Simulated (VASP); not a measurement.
# Hf (Im-3m) in VASP: further runs, part 2 of 3

VASP 6.6.1. The steps go on from the part before.

## Step 3: Single point, r2SCAN

This run uses another cell than the first one, of 22.18 Å³/atom, 0.943 times its volume.

POSCAR reads:

```
Hf
1.0
   -1.7699413531      1.7699413531      1.7699413531
    1.7699413531     -1.7699413531      1.7699413531
    1.7699413531      1.7699413531     -1.7699413531
Hf
1
Direct
    0.0000000000      0.0000000000      0.0000000000
```

INCAR.step1 reads:

```
SYSTEM = Hf
PREC = Accurate
ENCUT = 520
ISMEAR = -1
SIGMA = 0.05
LREAL = .False.
LASPH = .True.
NELM = 100
NBANDS = 11
GGA = PE
ALGO = Normal
EDIFF = 1E-4
LWAVE = .True.
LCHARG = .False.
```

INCAR.step2 reads:

```
SYSTEM = Hf
PREC = Accurate
ENCUT = 520
EDIFF = 1E-6
ISMEAR = -1
SIGMA = 0.05
LREAL = .False.
LASPH = .True.
NELM = 100
ALGO = Normal
ISIF = 2
LWAVE = .False.
LCHARG = .False.
METAGGA = R2SCAN
LMIXTAU = .True.
NBANDS = 11
ISTART = 1
```

KPOINTS reads:

```
regular mesh
0
Gamma
  10 10 10
  0 0 0
```

Potentials or basis: VASP PAW PBE potentials, release 64 (Hf_pv).

Launch:

```console
$ cat potpaw_PBE.64/Hf_pv/POTCAR > POTCAR
$ cp INCAR.step1 INCAR
$ mpirun -np 1 vasp_std > vasp.out
$ cp INCAR.step2 INCAR
$ mpirun -np 1 vasp_std > vasp.out
```

OUTCAR:

```text
SYSTEM = Hf
   PREC = Accurate
   ENCUT = 520
   EDIFF = 1E-6
   ISMEAR = -1
   LREAL = .False.
   LASPH = .True.
   NELM = 100
   ISIF = 2
   METAGGA = R2SCAN
   ISTART = 1

 ion  position               nearest neighbor table
   1  0.000  0.000  0.000-

  LATTYP: Found a body centered cubic cell.
 ALAT       =     3.5398827062

  Lattice vectors:

 A1 = (  -1.7699413531,   1.7699413531,   1.7699413531)
 A2 = (   1.7699413531,  -1.7699413531,   1.7699413531)
 A3 = (   1.7699413531,   1.7699413531,  -1.7699413531)

Analysis of symmetry for initial positions (statically):
=====================================================================
 Subroutine PRICEL returns:
 Original cell was already a primitive cell.

 Routine SETGRP: Setting up the symmetry group for a
 body centered cubic supercell.

 Subroutine GETGRP returns: Found 48 space group operations
 (whereof 48 operations were pure point group operations)
 out of a pool of 48 trial point group operations.

The static configuration has the point symmetry O_h .

Analysis of symmetry for dynamics (positions and initial velocities):
=====================================================================
 Subroutine PRICEL returns:
 Original cell was already a primitive cell.

 Routine SETGRP: Setting up the symmetry group for a
 body centered cubic supercell.

 Subroutine GETGRP returns: Found 48 space group operations
 (whereof 48 operations were pure point group operations)
 out of a pool of 48 trial point group operations.

The dynamic configuration has the point symmetry O_h .

 Subroutine INISYM returns: Found 48 space group operations
 (whereof 48 operations are pure point group operations),
 and found     1 'primitive' translations

----------------------------------------------------------------------------------------

                                     Primitive cell

  volume of cell :      22.1787

  direct lattice vectors                    reciprocal lattice vectors
    -1.769941353  1.769941353  1.769941353     0.000000000  0.282495236  0.282495236
     1.769941353 -1.769941353  1.769941353     0.282495236  0.000000000  0.282495236
     1.769941353  1.769941353 -1.769941353     0.282495236  0.282495236  0.000000000

  length of vectors
     3.065628350  3.065628350  3.065628350     0.399508594  0.399508594  0.399508594

  position of ions in fractional coordinates (direct lattice)
     0.000000000  0.000000000  0.000000000

  ion indices of the primitive-cell ions
   primitive index   ion index
                 1           1

----------------------------------------------------------------------------------------

 KPOINTS: regular mesh

Automatic generation of k-mesh.
 Grid dimensions read from file:
 generate k-points for:   10   10   10

 Generating k-lattice:

  Cartesian coordinates                     Fractional coordinates (reciprocal lattice)
     0.000000000  0.028249524  0.028249524     0.100000000  0.000000000  0.000000000
     0.028249524  0.000000000  0.028249524     0.000000000  0.100000000  0.000000000
     0.028249524  0.028249524  0.000000000     0.000000000  0.000000000  0.100000000

  Length of vectors
     0.039950859  0.039950859  0.039950859

  Shift w.r.t. Gamma in fractional coordinates (k-lattice)
     0.000000000  0.000000000  0.000000000

 Subroutine IBZKPT returns following result:
 ===========================================

 Found     47 irreducible k-points:

 Following reciprocal coordinates:
            Coordinates               Weight
  0.000000  0.000000  0.000000      1.000000
  0.100000  0.000000  0.000000     12.000000
  0.200000  0.000000  0.000000     12.000000
  0.300000  0.000000  0.000000     12.000000
  0.400000  0.000000  0.000000     12.000000
  0.500000  0.000000  0.000000      6.000000
[... 16 lines left out ...]
  0.300000  0.300000  0.100000      8.000000
 -0.300000  0.300000  0.100000     24.000000
 [... further k-points ...]
   k-points           NKPTS =     47   k-points in BZ     NKDIM =     47   number of bands    NBANDS=     11
   number of dos      NEDOS =    301   number of ions     NIONS =      1
   total plane-waves  NPLWV =  13824
   dimension x,y,z NGX =    24 NGY =   24 NGZ =   24
   dimension x,y,z NGXF=    48 NGYF=   48 NGZF=   48
   ions per type =               1
   NGX,Y,Z   is equivalent  to a cutoff of  13.01, 13.01, 13.01 a.u.
   NGXF,Y,Z  is equivalent  to a cutoff of  26.03, 26.03, 26.03 a.u.
 SYSTEM =  Hf
   PREC   = accura    normal or accurate (medium, high low for compatibility)
   ISTART =      1    job   : 0-new  1-cont  2-samecut
   ICHARG =      0    charge: 1-file 2-atom 10-const
   ISPIN  =      1    spin polarized calculation?
   LNONCOLLINEAR =      F non collinear calculations
   LSORBIT =      F    spin-orbit coupling
   LASPH  =      T    aspherical Exc in radial PAW
   ENCUT  =  520.0 eV  38.22 Ry    6.18 a.u.   5.70  5.70  5.70*2*pi/ulx,y,z
   NELM   =    100;   NELMIN=  2; NELMDL=  0     # of ELM steps
   EDIFF  = 0.1E-05   stopping-criterion for ELM
   LREAL  =      F    real-space projection
   EDIFFG = 0.1E-04   stopping-criterion for IOM
   NSW    =      0    number of steps for IOM
   IBRION =     -1    ionic relax: 0-MD 1-quasi-New 2-CG
   NFREE  =      0    steps in history (QN), initial steepest desc. (CG)
   ISIF   =      2    stress and relaxation
   ISYM   =      2    0-nonsym 1-usesym 2-fastsym
   POTIM  = 0.5000    time-step for ionic-motion
   TEBEG  =    0.0;   TEEND  =   0.0 temperature during run
   PSTRESS=    0.0 pullay stress
   NELECT =      10.0000    total number of electrons
   NUPDOWN=      -1.0000    fix difference up-down
   EMIN   =  10.00;   EMAX   =-10.00  energy-range for DOS
   EFERMI =   0.00;   METHOD = LEGACY
   ISMEAR =    -1;   SIGMA  =   0.05  broadening in eV -4-tet -1-fermi 0-gaus
   EFERMI_NEDOS =   21; number of points for ismear=-14 and -15
   IALGO  =     38    algorithm
   IMIX   =      4    mixing-type and parameters
     AMIX     =   0.40;   BMIX     =  1.00
     AMIX_MAG =   1.60;   BMIX_MAG =  1.00
  volume/ion in A,a.u.               =      22.18       149.67
  Fermi-wavevector in a.u.,A,eV,Ry     =   1.255344  2.372255 21.441253  1.575888
  Thomas-Fermi vector in A             =   2.389105
   LORBIT       =      0    0 simple, 1 ext, 2 COOP (PROOUT), +10 PAW based schemes
   METAGGA = R2SCAN    functional components
   LHFCALC =     F    Hartree Fock is set to
   AEXX    =    0.0000 exact exchange contribution
   IVDW    =     0    specifies the selected vdW correction
   LEPSILON=     F    determine dielectric tensor
   LRPA    =     F    only Hartree local field effects (RPA)
 non-spin polarized calculation
  energy-cutoff  :      520.00
  volume of cell :       22.18
 maximum number of plane-waves:       616
   NGX = 11   NGY = 11   NGZ = 11

 number of electron      10.0000001 magnetization

 Free energy of the ion-electron system (eV)
  ---------------------------------------------------
  ext. energy  EPLUGINS =         0.00000000
  ---------------------------------------------------
  free energy    TOTEN  =       -44.95172424 eV

  energy without entropy =      -44.93796370  energy(sigma->0) =      -44.94484397

 E-fermi :   4.5139     XC(G=0): -12.2117

 val. band max:        4.4902104013   @ k =   0.5000   0.5000   0.1000
 cond. band min:       4.5229451102   @ k =   0.4000   0.2000  -0.0000
 fundamental gap:      0.0327347089
 Fermi energy:         4.5138565237

 k-point     1 :       0.0000    0.0000    0.0000
  band No.  band energies     occupation
      1     -26.4315      2.00000
      2     -26.4315      2.00000
      3     -26.4315      2.00000
      4      -2.9010      2.00000
      5       6.2926      0.00000
      6       6.2926      0.00000
      7       6.2926      0.00000
      8       9.1372      0.00000
      9       9.1372      0.00000
     10      16.6818      0.00000
     11      18.5042      0.00000
[... 309 lines left out ...]
 k-point    24 :      -0.3000    0.3000    0.1000
  band No.  band energies     occupation
      1     -26.9988      2.00000
      2     -26.6436      2.00000
      3     -26.4993      2.00000
      4       0.1868      2.00000
      5       4.7350      0.02371
      6       5.0813      0.00002
      7       7.7396      0.00000
      8       9.3135      0.00000
      9      10.0123      0.00000
     10      16.6806      0.00000
     11      17.3766      0.00000

 [... further k-points ...]

------------------------ aborting loop because EDIFF is reached ----------------------------------------

  FORCE on cell =-STRESS in cart. coord.  units (eV):
  Direction    XX          YY          ZZ          XY          YZ          ZX
  --------------------------------------------------------------------------------------
  -------------------------------------------------------------------------------------
  Total       -0.0511056     -0.0511056     -0.0511056     -0.0000000     -0.0000000      0.0000000
  in kB       -3.6918333     -3.6918333     -3.6918333     -0.0000000     -0.0000000      0.0000000
  external PRESSURE =      -3.6918333 kB  Pullay stress =       0.0000000 kB

 VOLUME and BASIS-vectors are now :
 -----------------------------------------------------------------------------
  energy-cutoff  :      520.00
  volume of cell :       22.18
      direct lattice vectors                 reciprocal lattice vectors
    -1.769941353  1.769941353  1.769941353     0.000000000  0.282495236  0.282495236
     1.769941353 -1.769941353  1.769941353     0.282495236  0.000000000  0.282495236
     1.769941353  1.769941353 -1.769941353     0.282495236  0.282495236  0.000000000

 POSITION                                       TOTAL-FORCE (eV/Angst)
 -----------------------------------------------------------------------------------
      0.00000      0.00000      0.00000         0.000000      0.000000      0.000000
 -----------------------------------------------------------------------------------
    total drift:                                0.000000      0.000000      0.000000

  FREE ENERGIE OF THE ION-ELECTRON SYSTEM (eV)
  ---------------------------------------------------
  free  energy   TOTEN  =       -44.9517242428 eV

  energy  without entropy=      -44.9379637022  energy(sigma->0) =      -44.94484397
```

OSZICAR.step1:

```text
N       E                     dE             d eps       ncg     rms          rms(c)
DAV:   1     0.119061650149E+02    0.11906E+02   -0.57307E+03  1034   0.849E+02
DAV:   2    -0.957511667302E+01   -0.21481E+02   -0.20549E+02  1286   0.151E+02
DAV:   3    -0.100904301669E+02   -0.51531E+00   -0.50397E+00  1321   0.154E+01
DAV:   4    -0.100923598132E+02   -0.19296E-02   -0.19294E-02  1172   0.116E+00
DAV:   5    -0.100923684337E+02   -0.86205E-05   -0.86199E-05  1281   0.695E-02    0.454E+01
DAV:   6    -0.983874917805E+01    0.25362E+00   -0.21681E-01  1136   0.345E+00    0.264E+01
DAV:   7    -0.975689767532E+01    0.81852E-01   -0.30246E-01  1157   0.394E+00    0.115E+00
DAV:   8    -0.975320708333E+01    0.36906E-02   -0.19746E-02  1148   0.102E+00    0.821E-02
DAV:   9    -0.975322470332E+01   -0.17620E-04   -0.22955E-04  1186   0.142E-01
   1 F= -.97532247E+01 E0= -.97463766E+01  d E =-.136961E-01
```

Wall time 53 s (1 thread of Intel Xeon Platinum 8259CL at 2.50GHz (Skylake/Cascade Lake), shared host); peak memory 0.14 GiB.

Results:

```
Free energy            : -44.9517 eV
Pressure               : -0.4 GPa
Band gap on the k mesh : zero (band 5 reaches 6.29 eV, above the bottom of band 6 at 3.73 eV)
```

Caveat: the PAW data sets were made with another functional, which shifts forces and pressure a little; spin-orbit coupling is left out, which moves the levels of the heavy elements.

## Step 4: Relaxation of cell and atoms, r2SCAN

POSCAR reads:

```
Hf
1.0
   -1.8050000000      1.8050000000      1.8050000000
    1.8050000000     -1.8050000000      1.8050000000
    1.8050000000      1.8050000000     -1.8050000000
Hf
1
Direct
    0.0000000000      0.0000000000      0.0000000000
```

INCAR.step1 reads:

```
PREC = Accurate ; ENCUT = 600
ISMEAR = -1 ; SIGMA = 0.05
LREAL = False ; LASPH = True
NELM = 100 ; GGA = PE
ALGO = Normal ; EDIFF = 1E-4
LWAVE = True ; LCHARG = False
```

INCAR.step2 reads:

```
PREC = Accurate ; ENCUT = 600
EDIFF = 1E-6 ; ISMEAR = -1
SIGMA = 0.05 ; LREAL = False
LASPH = True ; NELM = 100
ALGO = Normal ; ISIF = 3
LWAVE = False ; LCHARG = False
METAGGA = R2SCAN ; LMIXTAU = True
IBRION = 2 ; NSW = 60
EDIFFG = -0.01 ; ISTART = 1
```

KPOINTS reads:

```
regular mesh
0
Gamma
  10 10 10
```

Launch:

```console
$ cat potpaw_PBE.64/Hf_pv/POTCAR > POTCAR
$ cp INCAR.step1 INCAR
$ mpirun -np 1 vasp_std > vasp.out
$ cp INCAR.step2 INCAR
$ mpirun -np 1 vasp_std > vasp.out
```

It took 5 min on 1 thread of Intel Xeon Platinum 8259CL at 2.50GHz (Skylake/Cascade Lake), shared host; peak memory 0.17 GiB.

The run converged. Its results:

```yaml
Free_energy: -44.9521 eV
Relaxed_volume: 22.09 Å³/atom
Relaxed_cell: a = 3.062 Å, b = 3.062 Å, c = 3.062 Å, α = 109.47°, β = 109.47°, γ = 109.47°
Space_group_after_relaxing_to_0.05_Å: Im-3m (No. 229)
Energy_gained_by_relaxing: 27.7 meV/atom
Ionic_steps: 4
Pressure_after_relaxing: 0.0 GPa
Band_gap_on_the_k_mesh: zero (band 5 reaches 6.32 eV, above the bottom of band 6 at 3.75 eV)
```

Step by step:
```tsv
step	energy change (eV)	largest force (eV/Å)	pressure (GPa)	volume (Å³)
1	0.0000	0.0000	-5.98	23.52
2	0.0065	0.0000	7.99	20.66
3	-0.0277	0.0000	-0.11	22.12
4	-0.0277	0.0000	0.05	22.09
```

Final structure:
```
CELL_PARAMETERS angstrom
-1.76761 1.76761 1.76761
1.76761 -1.76761 1.76761
1.76761 1.76761 -1.76761
ATOMIC_POSITIONS crystal
Hf 0.00000 0.00000 0.00000
```

Levels at points of the mesh, in eV from the Fermi level:
| k point | band 1 | band 2 | band 3 | band 4 | band 5 | band 6 | band 7 | band 8 | band 9 |
| --- | --- | --- | --- | --- | --- | --- | --- | --- | --- |
| (0.00, 0.00, 0.00) | -30.93 | -30.93 | -30.93 | -7.43 | 1.78 | 1.78 | 1.78 | 4.64 | 4.64 |
| (0.50, 0.00, 0.00) | -31.81 | -31.21 | -30.94 | -3.51 | -0.41 | 0.91 | 4.52 | 5.53 | 8.04 |
| (0.50, 0.50, 0.50) | -31.53 | -31.53 | -31.53 | -2.76 | -2.76 | 7.19 | 7.19 | 7.19 | 7.60 |

Caveat: the PAW data sets were made with another functional, which shifts forces and pressure a little; spin-orbit coupling is left out, which moves the levels of the heavy elements.

[end of part 2 of 3]
